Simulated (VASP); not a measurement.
Write the native input for VASP 6.6.1 that does the following.

```
Task                   : single point
Functional             : LDA
Potentials or basis    : VASP PAW LDA potentials, release 64 (La, Te)
Cutoff                 : 520 eV
k mesh                 : 10 × 10 × 10
Occupations            : fermi-dirac, width 0.08 eV
Spin                   : no spin polarisation
Dipole correction      : no
Further INCAR settings : ALGO = Normal; EDIFF = 1e-07; NBANDS = 16
```

The structure of LaTe lies in POSCAR:

```
LaTe
1.0
    0.0000000000      3.2110000000      3.1467800000
    3.2110000000      0.0000000000      3.1467800000
    3.2110000000      3.2110000000      0.0000000000
La Te
1 1
Direct
    0.0000000000      0.0000000000      0.0000000000
    0.5000000000      0.5000000000      0.5000000000
```

This cell differs from its parent crystal: zz strain of -2 %.

The input as run:

INCAR

```
ALGO     = Normal         # electronic algorithm
EDIFF    = 1E-7           # SCF threshold, eV
ENCUT    = 520            # plane-wave cutoff, eV
ISIF     = 2              # what is computed and relaxed
ISMEAR   = -1             # smearing method
LASPH    = True           # aspherical terms in the spheres
LCHARG   = False          # write CHGCAR
LREAL    = False          # projectors in reciprocal space
LWAVE    = False          # write WAVECAR
NBANDS   = 16             # bands
NELM     = 100            # most SCF steps
PREC     = Accurate       # precision mode
SIGMA    = 0.08           # smearing width, eV
```

KPOINTS

```
k-points
0
Gamma
  10 10 10
```

Potentials or basis: VASP PAW LDA potentials, release 64 (La, Te).

Run with:

```bash
$ cat potpaw_LDA.64/La/POTCAR potpaw_LDA.64/Te/POTCAR > POTCAR
$ mpirun -np 1 vasp_std > vasp.out
```

Results of the run:

```
Pressure : -0.9 GPa
```

Caveat: the cell differs from its parent crystal (zz strain of -2 %).

Wall time 2.6 min on 1 thread of Intel(R) Xeon(R) Platinum 8375C CPU @ 2.90GHz (Ice Lake) (shared host), peak memory 0.27 GiB.
